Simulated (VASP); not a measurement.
# Sn3GeP (P4/mmm) in VASP: further runs, part 2 of 2

VASP 6.6.1. The steps go on from the part before.

## (4) Relaxation of cell and atoms, PBE

This run uses another cell than the first one, of 26.19 Å³/atom.

INCAR reads:

```
PREC     = Accurate       # precision mode
ENCUT    = 600            # plane-wave cutoff, eV
EDIFF    = 1E-6           # SCF threshold, eV
ISMEAR   = 0              # smearing method
SIGMA    = 0.2            # smearing width, eV
LREAL    = False          # projectors in reciprocal space
LASPH    = True           # aspherical terms in the spheres
NELM     = 80             # most SCF steps
ALGO     = Normal         # electronic algorithm
ISIF     = 3              # what is computed and relaxed
LWAVE    = False          # write WAVECAR
LCHARG   = False          # write CHGCAR
GGA      = PE             # functional
IBRION   = 2              # ionic algorithm
NSW      = 36             # ionic steps
EDIFFG   = -0.08          # ionic threshold
```

KPOINTS reads:

```
regular mesh
0
Gamma
  4 4 2
```

POSCAR reads:

```
Sn3GeP
1.0
    4.1512476600      0.0000000000      0.0000000000
    0.0000000000      4.1512476600      0.0000000000
    0.0000000000      0.0000000000      7.5981791400
Sn Ge P
3 1 1
Direct
    0.5000000000      0.5000000000      0.7592683800
    0.5000000000      0.5000000000      0.2407316200
    0.0000000000      0.0000000000      0.0000000000
    0.0000000000      0.0000000000      0.5000000000
    0.5000000000      0.5000000000      0.5000000000
```

On the command line:

```
$ cat potpaw_PBE.64/Sn_d/POTCAR potpaw_PBE.64/Ge_d/POTCAR potpaw_PBE.64/P/POTCAR > POTCAR
$ mpirun -np 1 vasp_std > vasp.out
```

Wall time 18 min (1 thread of Intel Xeon Platinum 8259CL at 2.50GHz (Skylake/Cascade Lake), shared host); peak memory 0.32 GiB.

Results (log left out):

```yaml
Free_energy: -20.5166 eV
Relaxed_volume: 25.73 Å³/atom
Relaxed_cell: a = 3.778 Å, b = 3.778 Å, c = 9.011 Å, α = 90.00°, β = 90.00°, γ = 90.00°
Space_group_after_relaxing_to_0.1_Å: P4/mmm (No. 123)
Energy_gained_by_relaxing: 1209.8 meV/atom
Ionic_steps: 19
Pressure_after_relaxing: 0.0 GPa
Largest_force_after_relaxing: 0.004 eV/Å
Band_gap_on_the_k_mesh: zero (an odd number of electrons rules out a gap without spin polarisation)
```

Forces in eV/Å, atoms in the order of the input:
```
Sn   0.000  0.000  0.004
Sn   0.000  0.000 -0.004
Sn   0.000  0.000  0.000
Ge   0.000  0.000  0.000
P    0.000  0.000  0.000
```

Step by step:
```
step  energy change (eV)  largest force (eV/Å)  pressure (GPa)  volume (Å³)
   1              0.0000               13.3137           18.12       130.94
   2             -4.1979                0.2772           -5.78       182.42
   3             -4.2187                0.2604           -5.85       180.92
   4             -4.2417                0.2354           -5.92       179.41
   5             -5.1895                0.4435           -6.46       156.18
   6             -5.3660                0.2997           -2.63       143.82
   7             -5.4336                0.4221           -5.25       149.66
   8             -5.4551                0.2714           -4.63       147.88
   9             -5.4556                0.2340           -4.51       147.54
  10             -5.9176                0.3899           -1.80       133.48
  11             -5.9714                0.4778           -0.25       128.67
  12             -5.9734                0.5003            0.24       127.48
  13             -5.9733                0.4936            0.04       127.87
  14             -5.9952                0.4402            0.04       127.96
  15             -6.0414                0.1433            0.06       128.21
  16             -5.9794                0.7814            0.61       128.69
  17             -6.0466                0.0622            0.11       128.32
  18             -6.0471                0.0445           -0.18       128.91
  19             -6.0490                0.0036           -0.04       128.63
```

Final structure:
```yaml
crystal:
  lattice:
    - [3.77828, 0.00000, 0.00000]
    - [0.00000, 3.77828, 0.00000]
    - [0.00000, 0.00000, 9.01079]
  atoms:
    - { symbol: Sn, position: [0.50000, 0.50000, 0.78879] }
    - { symbol: Sn, position: [0.50000, 0.50000, 0.21121] }
    - { symbol: Sn, position: [0.00000, 0.00000, 0.00000] }
    - { symbol: Ge, position: [0.00000, 0.00000, 0.50000] }
    - { symbol: P, position: [0.50000, 0.50000, 0.50000] }
```

Levels at points of the mesh, in eV from the Fermi level:
```tsv
k point	band 26	band 27	band 28	band 29	band 30	band 31	band 32	band 33	band 34	band 35
(0.00, 0.00, 0.00)	-3.60	-2.35	-2.35	0.70	0.70	1.55	1.66	2.52	2.52	3.67
(0.50, 0.00, 0.00)	-3.73	-1.97	-1.24	-0.64	0.39	0.46	1.41	1.60	1.70	3.15
(0.50, 0.50, 0.00)	-5.15	-5.15	-3.18	-3.18	-1.32	-1.32	-1.13	-0.48	1.10	1.79
(0.00, 0.00, 0.50)	-2.33	-2.33	-1.00	0.46	0.46	0.64	1.90	3.26	3.26	3.36
(0.50, 0.00, 0.50)	-4.21	-3.01	-1.77	-0.63	1.42	1.47	1.52	2.04	2.96	3.01
(0.50, 0.50, 0.50)	-5.08	-4.40	-3.50	-3.50	-2.63	-0.54	-0.54	0.30	0.54	1.52
```

Caveat: the k points lie up to 0.42 Å⁻¹ apart in the final cell, too coarse for converged energies and pressures of a metal; a cell axis changed by over 15 % at a fixed basis, so the end point is rough; spin-orbit coupling is left out, which moves the levels of the heavy elements.

## (5) Relaxation of cell and atoms, PBE

INCAR reads:

```
SYSTEM = Sn3GeP
  ALGO = Normal
  EDIFF = 1E-6
  EDIFFG = -0.01
  ENCUT = 600
  GGA = PE
  IBRION = 2
  ISIF = 3
  ISMEAR = 0
  LASPH = .True.
  LCHARG = .False.
  LREAL = .False.
  LWAVE = .False.
  NELM = 80
  NSW = 100
  PREC = Accurate
  SIGMA = 0.1
```

KPOINTS reads:

```
k-points
0
Gamma
  8 8 4
  0 0 0
```

POSCAR reads:

```
Sn3GeP
1.0
    3.7773192899      0.0000000000      0.0000000000
    0.0000000000      3.7773192899      0.0000000000
    0.0000000000      0.0000000000      8.9727242744
Sn Ge P
3 1 1
Direct
    0.5000000000      0.5000000000      0.7898303117
    0.5000000000      0.5000000000      0.2101696883
    0.0000000000      0.0000000000      0.0000000000
    0.0000000000      0.0000000000      0.5000000000
    0.5000000000      0.5000000000      0.5000000000
```

On the command line:

```
$ cat potpaw_PBE.64/Sn_d/POTCAR potpaw_PBE.64/Ge_d/POTCAR potpaw_PBE.64/P/POTCAR > POTCAR
$ mpirun -np 1 vasp_std > vasp.out
```

Wall time 59 min (1 thread of Intel Xeon Platinum 8259CL at 2.50GHz (Skylake/Cascade Lake), shared host); peak memory 0.42 GiB.

The run converged. Its results:

```yaml
Free_energy: -20.3986 eV
Relaxed_volume: 25.34 Å³/atom
Relaxed_cell: a = 3.621 Å, b = 3.621 Å, c = 9.664 Å, α = 90.00°, β = 90.00°, γ = 90.00°
Space_group_after_relaxing_to_0.1_Å: P4/mmm (No. 123)
Energy_gained_by_relaxing: 23.1 meV/atom
Ionic_steps: 27
Pressure_after_relaxing: 0.0 GPa
Largest_force_after_relaxing: 0.010 eV/Å
Band_gap_on_the_k_mesh: zero (an odd number of electrons rules out a gap without spin polarisation)
```

Forces in eV/Å, atoms in the order of the input:
```
Sn   0.000  0.000  0.010
Sn   0.000  0.000 -0.010
Sn   0.000  0.000  0.000
Ge   0.000  0.000  0.000
P    0.000  0.000  0.000
```

Step by step:
```csv
step,energy change (eV),largest force (eV/Å),pressure (GPa),volume (Å³)
1,0.0000,0.3098,-0.32,128.02
2,-0.0332,0.1151,-0.17,127.07
3,-0.0597,0.0617,0.34,125.63
4,-0.0206,0.5041,2.01,122.56
5,-0.0647,0.1455,0.61,125.00
6,-0.0654,0.2046,0.80,124.58
7,-0.0792,0.3023,-0.22,127.29
8,-0.0793,0.3053,-0.27,127.40
9,-0.0929,0.2751,-0.27,127.42
10,-0.1014,0.2178,-0.24,127.42
11,-0.1018,0.1205,-0.07,127.38
12,-0.1109,0.0460,0.03,126.88
13,-0.1109,0.0494,0.06,126.87
14,-0.1127,0.0513,-0.17,127.32
15,-0.1133,0.0504,-0.32,127.62
16,-0.1141,0.0489,-0.26,127.41
17,-0.1146,0.0452,-0.19,127.18
18,-0.1146,0.0342,-0.03,126.72
19,-0.1148,0.0429,-0.12,126.98
20,-0.1152,0.0325,-0.04,126.80
21,-0.1153,0.0262,0.02,126.65
22,-0.1152,0.0140,0.14,126.37
23,-0.1153,0.0247,0.05,126.56
24,-0.1153,0.0214,0.08,126.55
25,-0.1154,0.0144,0.01,126.65
26,-0.1154,0.0101,0.00,126.71
27,-0.1154,0.0097,-0.02,126.71
```

Final structure:
```
Sn Ge P
1.0
     3.62102    0.00000    0.00000
     0.00000    3.62102    0.00000
     0.00000    0.00000    9.66416
Sn Ge P
3 1 1
Direct
  0.50000 0.50000 0.78427
  0.50000 0.50000 0.21573
  0.00000 0.00000 0.00000
  0.00000 0.00000 0.50000
  0.50000 0.50000 0.50000
```

Levels at points of the mesh, in eV from the Fermi level:
```csv
k point,band 26,band 27,band 28,band 29,band 30,band 31,band 32,band 33,band 34,band 35
"(0.00, 0.00, 0.00)",-3.75,-2.76,-2.76,1.22,1.22,1.84,1.92,2.63,2.87,2.87
"(0.50, 0.00, 0.00)",-4.08,-2.58,-2.10,-0.77,-0.47,-0.41,1.22,1.85,1.88,3.85
"(0.50, 0.50, 0.00)",-5.49,-5.18,-3.30,-3.30,-1.60,-1.60,-1.54,-0.42,0.79,1.30
"(0.00, 0.00, 0.50)",-2.75,-2.75,-1.95,-0.77,1.08,1.08,2.29,3.39,3.39,3.44
"(0.50, 0.00, 0.50)",-4.36,-3.52,-2.35,-0.77,0.77,1.22,1.27,1.88,1.99,2.12
"(0.50, 0.50, 0.50)",-5.50,-4.65,-3.48,-3.48,-2.47,-1.07,-1.07,0.21,0.33,0.91
```

Caveat: spin-orbit coupling is left out, which moves the levels of the heavy elements.

## (6) The runs side by side

```tsv
task	cell	k mesh	cutoff (eV)	smearing	gap on the mesh (eV)	pressure (GPa)	relaxed volume (Å³/atom)	largest force (eV/Å)
single point	a = 3.777, b = 3.777, c = 8.973 Å, 5 atoms, atomic positions A	4 × 4 × 2	520	gaussian 0.2 eV	none	0.2	-	0.03
single point	a = 3.624, b = 3.624, c = 9.652 Å, 5 atoms, atomic positions B	8 × 8 × 4	520	gaussian 0.1 eV	none	-0.1	-	-
relaxation of cell and atoms	relaxed from a = 4.151, b = 4.151, c = 7.598 Å, 5 atoms, atomic positions C	4 × 4 × 2	600	gaussian 0.2 eV	none	0.0	25.73	-
relaxation of cell and atoms	relaxed from a = 3.777, b = 3.777, c = 8.973 Å, 5 atoms, atomic positions A	8 × 8 × 4	600	gaussian 0.1 eV	none	0.0	25.34	0.01
```

Alike in all rows: level PBE; potentials or basis VASP PAW PBE potentials, release 64 (Sn_d, Ge_d, P); no spin polarisation.

Caveats: some runs use coarse meshes; spin-orbit coupling is left out, which moves the levels of the heavy elements; a cell axis changed by over 15 % at a fixed basis, so the end point is rough (at least some runs).

Total energies depend on the potentials used, so only differences within one code and one set of settings carry meaning.
